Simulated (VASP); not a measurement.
Ir: single point with PBEsol

Ir:

```
Ir
1.0
     1.91507    1.91507    0.00000
    -1.91507    1.91507    0.00000
     0.00000    0.00000    3.83014
Ir
2
Direct
  0.00000 0.00000 0.00000
  0.50000 0.50000 0.50000
```

| Quantity | Value |
| --- | --- |
| Program | VASP 6.6.1 |
| Task | single point |
| Functional | PBEsol |
| Potentials or basis | VASP PAW PBE potentials, release 64 (Ir) |
| Cutoff | 520 eV |
| k mesh | 20 × 20 × 14 |
| Occupations | gaussian, width 0.1 eV |
| Spin | no spin polarisation |
| Dipole correction | no |
| Further INCAR settings | ALGO = Fast; EDIFF = 1e-07; NBANDS = 16 |

```
Pressure               : 1.0 GPa
Band gap on the k mesh : zero (band 9 reaches 11.87 eV, above the bottom of band 10 at 8.45 eV)
```

Levels at points of the mesh, in eV from the Fermi level:
```csv
k point,band 6,band 7,band 8,band 9,band 10,band 11,band 12,band 13
"(0.00, 0.00, 0.00)",-3.92,-1.18,-1.18,0.92,1.52,1.52,1.67,10.58
"(0.50, 0.00, 0.00)",-4.61,-2.44,-2.44,-1.37,-1.37,2.91,2.91,11.69
"(0.50, 0.50, 0.00)",0.92,1.52,1.52,1.52,1.52,1.67,1.67,10.58
"(0.00, 0.00, 0.50)",-3.07,-1.89,-1.89,-1.89,-1.89,-0.21,-0.21,17.97
"(0.50, 0.00, 0.50)",-4.02,-0.82,-0.82,0.94,0.94,0.94,0.94,7.32
"(0.50, 0.50, 0.50)",-4.93,-1.80,-1.80,1.53,1.53,8.25,8.25,9.11
```

It took 3.8 min on 1 thread of Intel(R) Xeon(R) Platinum 8259CL CPU @ 2.50GHz (Skylake/Cascade Lake), on a shared host, peak memory 0.3 GiB.

Caveat: the PAW data sets were made with another functional, which shifts forces and pressure a little; spin-orbit coupling is left out, which moves the levels of the heavy elements.
